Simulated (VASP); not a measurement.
Write the native input for VASP 6.6.1 that does the following.

```yaml
Task: single point
Functional: r2SCAN
Potentials_or_basis: VASP PAW PBE potentials, release 64 (Sn_d, O)
Cutoff: 520 eV
k_mesh: 12 × 12 × 10
Occupations: gaussian, width 0.1 eV
Spin: no spin polarisation
Dipole_correction: no
Further_INCAR_settings: ALGO = Normal; EDIFF = 1e-06; NBANDS = 28
```

Crystal: SnO.

```
CELL_PARAMETERS angstrom
3.83656 0.00000 0.00000
0.00000 3.83656 0.00000
0.00000 0.00000 4.75945
ATOMIC_POSITIONS crystal
Sn 0.50000 0.00000 0.24347
Sn 0.00000 0.50000 0.75653
O 0.00000 0.00000 0.00000
O 0.50000 0.50000 0.00000
```

These files were run (other wordings do the same):

POSCAR

```
SnO
1.0
    3.8365550882      0.0000000000      0.0000000000
    0.0000000000      3.8365550882      0.0000000000
    0.0000000000      0.0000000000      4.7594503725
Sn O
2 2
Direct
    0.5000000000      0.0000000000      0.2434679921
    0.0000000000      0.5000000000      0.7565320079
    0.0000000000      0.0000000000      0.0000000000
    0.5000000000      0.5000000000      0.0000000000
```

INCAR.step1

```
ALGO     = Normal         # electronic algorithm
EDIFF    = 1E-4           # SCF threshold, eV
ENCUT    = 520            # plane-wave cutoff, eV
GGA      = PE             # functional
ISMEAR   = 0              # smearing method
LASPH    = True           # aspherical terms in the spheres
LCHARG   = False          # write CHGCAR
LREAL    = False          # projectors in reciprocal space
LWAVE    = True           # write WAVECAR
NBANDS   = 28             # bands
NELM     = 60             # most SCF steps
PREC     = Accurate       # precision mode
SIGMA    = 0.1            # smearing width, eV
```

INCAR.step2

```
ALGO     = Normal         # electronic algorithm
EDIFF    = 1E-6           # SCF threshold, eV
ENCUT    = 520            # plane-wave cutoff, eV
ISIF     = 2              # what is computed and relaxed
ISMEAR   = 0              # smearing method
ISTART   = 1            
LASPH    = True           # aspherical terms in the spheres
LCHARG   = False          # write CHGCAR
LMIXTAU  = True         
LREAL    = False          # projectors in reciprocal space
LWAVE    = False          # write WAVECAR
METAGGA  = R2SCAN         # meta-GGA
NBANDS   = 28             # bands
NELM     = 60             # most SCF steps
PREC     = Accurate       # precision mode
SIGMA    = 0.1            # smearing width, eV
```

KPOINTS

```
k-points
0
Gamma
  12 12 10
```

Potentials or basis: VASP PAW PBE potentials, release 64 (Sn_d, O).

Launch:

```sh
$ cat potpaw_PBE.64/Sn_d/POTCAR potpaw_PBE.64/O/POTCAR > POTCAR
$ cp INCAR.step1 INCAR
$ mpirun -np 1 vasp_std > vasp.out
$ cp INCAR.step2 INCAR
$ mpirun -np 1 vasp_std > vasp.out
```

It gave:

```
Pressure               : -1.5 GPa
Largest force          : 0.386 eV/Å
Band gap on the k mesh : 0.11 eV (least direct gap 2.19 eV)
```

Caveat: semilocal functionals underestimate gaps, and a narrow one can read as zero; the PAW data sets were made with another functional, which shifts forces and pressure a little; spin-orbit coupling is left out, which moves the levels of the heavy elements.

It took 20 min on 1 thread of Oxide Virtual Turin-like Processor, on a shared host, peak memory 0.34 GiB.
